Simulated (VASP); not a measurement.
# ZnRe (Pm) in VASP: further runs

ZnRe is run at these levels: PBEsol; tasks: single point.

All numbers are computed with VASP 6.6.1; they aren't measurements. Logs are shortened: lines on timing, memory, paths and dates and some standing lists are left out, and cuts for length are marked.

## (1) The cell of the first run

The structure is monoclinic, space group Pm (No. 6). The conventional cell has a = 2.748 Å, b = 4.494 Å, c = 2.748 Å, α = 90.00°, β = 120.00°, γ = 90.00°. Zn (site symmetry m) has 6 Re at 2.73 to 2.78 Å and 6 Zn at 2.75 Å within 3.6 Å. Re (site symmetry m) has 6 Zn at 2.73 to 2.78 Å and 6 Re at 2.75 Å within 3.6 Å.

## (2) Single point, PBEsol

File INCAR:

```
SYSTEM = ZnRe
PREC = Accurate ; ENCUT = 520
EDIFF = 1E-6 ; ISMEAR = 0
SIGMA = 0.15 ; LREAL = .False.
LASPH = .True. ; NELM = 100
ALGO = Normal ; ISIF = 2
LWAVE = .False. ; LCHARG = .False.
GGA = PS ; NBANDS = 16
```

File KPOINTS:

```
Automatic mesh
0
Gamma
  21 21 10
  0 0 0
```

File POSCAR:

```
ZnRe
1.0
    2.7482183437      0.0000000000      0.0000000000
   -1.3741091718      2.3800269008      0.0000000000
    0.0000000000      0.0000000000      4.4940660000
Zn Re
1 1
Direct
    0.0000000000      0.0000000000      0.0000000000
    0.3151397280      0.6484730613      0.5000000000
```

Potentials or basis: VASP PAW PBE potentials, release 64 (Zn, Re).

On the command line:

```sh
$ cat potpaw_PBE.64/Zn/POTCAR potpaw_PBE.64/Re/POTCAR > POTCAR
$ mpirun -np 1 vasp_std > vasp.out
```

OUTCAR:

```text
SYSTEM = ZnRe
   PREC = Accurate
   ENCUT = 520
   EDIFF = 1E-6
   ISMEAR = 0
   LREAL = .False.
   LASPH = .True.
   NELM = 100
   ISIF = 2
   GGA = PS

 ion  position               nearest neighbor table
   1  0.000  0.000  0.000-   2 2.73   2 2.73   2 2.75   2 2.75   2 2.78   2 2.78
   2  0.315  0.648  0.500-   1 2.73   1 2.73   1 2.75   1 2.75   1 2.78   1 2.78

  LATTYP: Found a hexagonal cell.
 ALAT       =     2.7482183437
 C/A-ratio  =     1.6352652657

  Lattice vectors:

 A1 = (   2.7482183437,   0.0000000000,   0.0000000000)
 A2 = (  -1.3741091718,   2.3800269008,   0.0000000000)
 A3 = (   0.0000000000,   0.0000000000,   4.4940660000)

Analysis of symmetry for initial positions (statically):
=====================================================================
 Subroutine PRICEL returns:
 Original cell was already a primitive cell.

 Routine SETGRP: Setting up the symmetry group for a
 hexagonal supercell.

 Subroutine GETGRP returns: Found  2 space group operations
 (whereof  2 operations were pure point group operations)
 out of a pool of 24 trial point group operations.

The static configuration has the point symmetry C_1h.

Analysis of symmetry for dynamics (positions and initial velocities):
=====================================================================
 Subroutine PRICEL returns:
 Original cell was already a primitive cell.

 Routine SETGRP: Setting up the symmetry group for a
 hexagonal supercell.

 Subroutine GETGRP returns: Found  2 space group operations
 (whereof  2 operations were pure point group operations)
 out of a pool of 24 trial point group operations.

The dynamic configuration has the point symmetry C_1h.

 Subroutine INISYM returns: Found  2 space group operations
 (whereof  2 operations are pure point group operations),
 and found     1 'primitive' translations

----------------------------------------------------------------------------------------

                                     Primitive cell

  volume of cell :      29.3949

  direct lattice vectors                    reciprocal lattice vectors
     2.748218344  0.000000000  0.000000000     0.363872107  0.210081659  0.000000000
    -1.374109172  2.380026901  0.000000000     0.000000000  0.420163318  0.000000000
     0.000000000  0.000000000  4.494066000     0.000000000  0.000000000  0.222515646

  length of vectors
     2.748218344  2.748218344  4.494066000     0.420163318  0.420163318  0.222515646

  position of ions in fractional coordinates (direct lattice)
     0.000000000  0.000000000  0.000000000
     0.315139728  0.648473061  0.500000000

  ion indices of the primitive-cell ions
   primitive index   ion index
                 1           1
                 2           2

----------------------------------------------------------------------------------------

 KPOINTS: Automatic mesh

Automatic generation of k-mesh.
 Grid dimensions read from file:
 generate k-points for:   21   21   10

 Generating k-lattice:

  Cartesian coordinates                     Fractional coordinates (reciprocal lattice)
     0.017327243  0.010003889  0.000000000     0.047619048  0.000000000  0.000000000
     0.000000000  0.020007777  0.000000000     0.000000000  0.047619048  0.000000000
     0.000000000  0.000000000  0.022251565     0.000000000  0.000000000  0.100000000

  Length of vectors
     0.020007777  0.020007777  0.022251565

  Shift w.r.t. Gamma in fractional coordinates (k-lattice)
     0.000000000  0.000000000  0.000000000

 Subroutine IBZKPT returns following result:
 ===========================================

 Found   1326 irreducible k-points:

 Following reciprocal coordinates:
            Coordinates               Weight
  0.000000  0.000000  0.000000      1.000000
  0.047619  0.000000  0.000000      2.000000
  0.000000  0.047619  0.000000      2.000000
 -0.047619  0.047619  0.000000      2.000000
  0.095238  0.000000  0.000000      2.000000
  0.000000  0.095238  0.000000      2.000000
[... 16 lines left out ...]
  0.380952  0.000000  0.000000      2.000000
  0.000000  0.380952  0.000000      2.000000
 [... further k-points ...]
   k-points           NKPTS =   1326   k-points in BZ     NKDIM =   1326   number of bands    NBANDS=     16
   number of dos      NEDOS =    301   number of ions     NIONS =      2
   total plane-waves  NPLWV =  14400
   dimension x,y,z NGX =    20 NGY =   20 NGZ =   36
   dimension x,y,z NGXF=    40 NGYF=   40 NGZF=   72
   ions per type =               1   1
   NGX,Y,Z   is equivalent  to a cutoff of  12.10, 12.10, 13.32 a.u.
   NGXF,Y,Z  is equivalent  to a cutoff of  24.20, 24.20, 26.63 a.u.
 SYSTEM =  ZnRe
   PREC   = accura    normal or accurate (medium, high low for compatibility)
   ISTART =      0    job   : 0-new  1-cont  2-samecut
   ICHARG =      2    charge: 1-file 2-atom 10-const
   ISPIN  =      1    spin polarized calculation?
   LNONCOLLINEAR =      F non collinear calculations
   LSORBIT =      F    spin-orbit coupling
   LASPH  =      T    aspherical Exc in radial PAW
   ENCUT  =  520.0 eV  38.22 Ry    6.18 a.u.   5.11  5.11  8.36*2*pi/ulx,y,z
   NELM   =    100;   NELMIN=  2; NELMDL= -5     # of ELM steps
   EDIFF  = 0.1E-05   stopping-criterion for ELM
   LREAL  =      F    real-space projection
   EDIFFG = 0.1E-04   stopping-criterion for IOM
   NSW    =      0    number of steps for IOM
   IBRION =     -1    ionic relax: 0-MD 1-quasi-New 2-CG
   NFREE  =      0    steps in history (QN), initial steepest desc. (CG)
   ISIF   =      2    stress and relaxation
   ISYM   =      2    0-nonsym 1-usesym 2-fastsym
   POTIM  = 0.5000    time-step for ionic-motion
   TEBEG  =    0.0;   TEEND  =   0.0 temperature during run
   PSTRESS=    0.0 pullay stress
   NELECT =      19.0000    total number of electrons
   NUPDOWN=      -1.0000    fix difference up-down
   EMIN   =  10.00;   EMAX   =-10.00  energy-range for DOS
   EFERMI =   0.00;   METHOD = LEGACY
   ISMEAR =     0;   SIGMA  =   0.15  broadening in eV -4-tet -1-fermi 0-gaus
   EFERMI_NEDOS =   21; number of points for ismear=-14 and -15
   IALGO  =     38    algorithm
   IMIX   =      4    mixing-type and parameters
     AMIX     =   0.40;   BMIX     =  1.00
     AMIX_MAG =   1.60;   BMIX_MAG =  1.00
  volume/ion in A,a.u.               =      14.70        99.18
  Fermi-wavevector in a.u.,A,eV,Ry     =   1.415474  2.674858 27.260173  2.003566
  Thomas-Fermi vector in A             =   2.536909
   LORBIT       =      0    0 simple, 1 ext, 2 COOP (PROOUT), +10 PAW based schemes
   GGA     = PS    functional components
   LHFCALC =     F    Hartree Fock is set to
   AEXX    =    0.0000 exact exchange contribution
   IVDW    =     0    specifies the selected vdW correction
   LEPSILON=     F    determine dielectric tensor
   LRPA    =     F    only Hartree local field effects (RPA)
 non-spin polarized calculation
 Gauss-broadening in eV      SIGMA  =   0.15
  energy-cutoff  :      520.00
  volume of cell :       29.39
 maximum number of plane-waves:       804
   NGX = 11   NGY = 11   NGZ = 17

 number of electron      19.0000012 magnetization

 Free energy of the ion-electron system (eV)
  ---------------------------------------------------
  ext. energy  EPLUGINS =         0.00000000
  ---------------------------------------------------
  free energy    TOTEN  =       -14.44547070 eV

  energy without entropy =      -14.43151652  energy(sigma->0) =      -14.43849361

 E-fermi :   5.3342     XC(G=0): -12.9101

 val. band max:        5.3333292974   @ k =   0.2857   0.0476   0.4000
 cond. band min:       5.3352628332   @ k =   0.2381   0.3333   0.5000
 fundamental gap:      0.0019335358
 Fermi energy:         5.3341563832

 k-point     1 :       0.0000    0.0000    0.0000
  band No.  band energies     occupation
      1      -4.9254      2.00000
      2      -2.5422      2.00000
      3      -1.9088      2.00000
      4      -1.9080      2.00000
      5      -1.5359      2.00000
      6      -1.5163      2.00000
[... 8 lines left out ...]
     15      22.4024      0.00000
     16      22.6358      0.00000

 k-point     2 :       0.0476    0.0000    0.0000
  band No.  band energies     occupation
      1      -4.8511      2.00000
      2      -2.5167      2.00000
      3      -1.9175      2.00000
      4      -1.8943      2.00000
      5      -1.5418      2.00000
      6      -1.5318      2.00000
[... 8 lines left out ...]
     15      21.6956      0.00000
     16      21.9345      0.00000

 k-point     3 :       0.0000    0.0476    0.0000
  band No.  band energies     occupation
      1      -4.8508      2.00000
      2      -2.5159      2.00000
      3      -1.9172      2.00000
      4      -1.8950      2.00000
      5      -1.5521      2.00000
      6      -1.5209      2.00000
[... 8 lines left out ...]
     15      21.6202      0.00000
     16      22.0684      0.00000

 k-point     4 :      -0.0476    0.0476    0.0000
  band No.  band energies     occupation
      1      -4.8509      2.00000
      2      -2.5163      2.00000
      3      -1.9171      2.00000
      4      -1.8949      2.00000
      5      -1.5485      2.00000
      6      -1.5248      2.00000
[... 8 lines left out ...]
     15      21.6174      0.00000
     16      22.0457      0.00000
[... 324 lines left out ...]
 k-point    22 :      -0.3333    0.3333    0.0000
  band No.  band energies     occupation
      1      -2.5840      2.00000
      2      -2.1137      2.00000
      3      -2.0846      2.00000
      4      -1.6591      2.00000
      5      -1.4238      2.00000
      6      -1.2714      2.00000
[... 8 lines left out ...]
     15      16.6013      0.00000
     16      19.2815      0.00000

 k-point    23 :       0.3810    0.0000    0.0000
  band No.  band energies     occupation
      1      -2.5722      2.00000
      2      -2.1788      2.00000
      3      -2.0494      2.00000
      4      -1.6880      2.00000
      5      -1.3432      2.00000
      6      -0.6628      2.00000
[... 8 lines left out ...]
     15      15.9911      0.00000
     16      18.7913      0.00000

 k-point    24 :       0.0000    0.3810    0.0000
  band No.  band energies     occupation
      1      -2.5489      2.00000
      2      -2.1591      2.00000
      3      -2.0022      2.00000
      4      -1.6739      2.00000
      5      -1.3437      2.00000
      6      -0.7153      2.00000
[... 8 lines left out ...]
     15      15.9971      0.00000
     16      18.6276      0.00000

 [... further k-points ...]
[... 5 lines left out ...]
  --------------------------------------------------------------------------------------
  -------------------------------------------------------------------------------------
  Total       -1.7317191     -1.6355446     -1.6465298     -0.0299813      0.0000000      0.0000000
  in kB      -94.3877185    -89.1457074    -89.7444571     -1.6341378      0.0000000      0.0000000
  external PRESSURE =     -91.0926277 kB  Pullay stress =       0.0000000 kB

 VOLUME and BASIS-vectors are now :
 -----------------------------------------------------------------------------
  energy-cutoff  :      520.00
  volume of cell :       29.39
      direct lattice vectors                 reciprocal lattice vectors
     2.748218344  0.000000000  0.000000000     0.363872107  0.210081659  0.000000000
    -1.374109172  2.380026901  0.000000000     0.000000000  0.420163318  0.000000000
     0.000000000  0.000000000  4.494066000     0.000000000  0.000000000  0.222515646

 POSITION                                       TOTAL-FORCE (eV/Angst)
 -----------------------------------------------------------------------------------
      0.00000      0.00000      0.00000        -0.039586     -0.076886      0.000000
     -0.02500      1.54338      2.24703         0.039586      0.076886      0.000000
 -----------------------------------------------------------------------------------
    total drift:                               -0.000054     -0.000068     -0.000000

  FREE ENERGIE OF THE ION-ELECTRON SYSTEM (eV)
  ---------------------------------------------------
  free  energy   TOTEN  =       -14.4454707024 eV

  energy  without entropy=      -14.4315165213  energy(sigma->0) =      -14.43849361
```

Run time: 14 min. Hardware: 1 thread of Intel Xeon Platinum 8259CL at 2.50GHz (Skylake/Cascade Lake), shared host; peak memory 0.73 GiB.

What came out:

```yaml
Free_energy: -14.4455 eV
Pressure: -9.1 GPa
Largest_force: 0.086 eV/Å
```

Forces on the atoms (eV/Å):
```
Zn  -0.040 -0.077  0.000
Re   0.040  0.077  0.000
```

Caveat: the cell differs from its parent crystal (all Re atoms moved +0.050 Å, as atom 2 towards its neighbour atom 2 (Re) at 2.748 Å); the PAW data sets were made with another functional, which shifts forces and pressure a little; spin-orbit coupling is left out, which moves the levels of the heavy elements.

## (3) Single point, PBEsol

File INCAR:

```
SYSTEM = ZnRe
ALGO = Normal ; EDIFF = 1E-6
ENCUT = 520 ; GGA = PS
ISIF = 2 ; ISMEAR = 0
LASPH = .True. ; LCHARG = .True.
LELF = .True. ; LREAL = .False.
LVHAR = .True. ; LWAVE = .False.
NBANDS = 16 ; NELM = 100
PREC = Accurate ; SIGMA = 0.15
```

File KPOINTS:

```
k-points
0
Gamma
  21 21 10
  0 0 0
```

POSCAR, as its differences from that of step 2:

```diff
@@ -9,2 +9,2 @@
     0.0000000000      0.0000000000      0.0000000000
-    0.3151397280      0.6484730613      0.5000000000
+    0.3697205441      0.7030538774      0.5000000000
```

Potentials or basis: VASP PAW PBE potentials, release 64 (Zn, Re).

On the command line:

```sh
$ cat potpaw_PBE.64/Zn/POTCAR potpaw_PBE.64/Re/POTCAR > POTCAR
$ mpirun -np 1 vasp_std > vasp.out
```

Run time: 7.5 min. Hardware: 1 thread of Intel Xeon Platinum 8488C (Sapphire Rapids), shared host; peak memory 0.73 GiB.

Results (log left out):

| Quantity | Value |
| --- | --- |
| Free energy | -14.4390 eV |
| Pressure | -9.0 GPa |
| Largest force | 0.173 eV/Å |

Forces on the atoms (eV/Å):
```
Zn   0.100  0.141  0.000
Re  -0.100 -0.141  0.000
```

Stress tensor (GPa, compression positive):
```
-8.60  0.27  0.00
 0.27 -9.71  0.00
 0.00  0.00 -8.66
```

Levels at points of the mesh, in eV from the Fermi level:
| k point | band 6 | band 7 | band 8 | band 9 | band 10 | band 11 | band 12 | band 13 |
| --- | --- | --- | --- | --- | --- | --- | --- | --- |
| (0.00, 0.00, 0.00) | -6.84 | -5.00 | -1.53 | -1.23 | -1.21 | 1.70 | 1.72 | 4.74 |
| (0.00, 0.00, 0.50) | -6.87 | -6.86 | -3.10 | -1.14 | -1.14 | 1.60 | 1.68 | 9.53 |

Caveat: the cell differs from its parent crystal (all Re atoms moved -0.100 Å, as atom 2 towards its neighbour atom 2 (Re) at 2.748 Å); the PAW data sets were made with another functional, which shifts forces and pressure a little; spin-orbit coupling is left out, which moves the levels of the heavy elements.
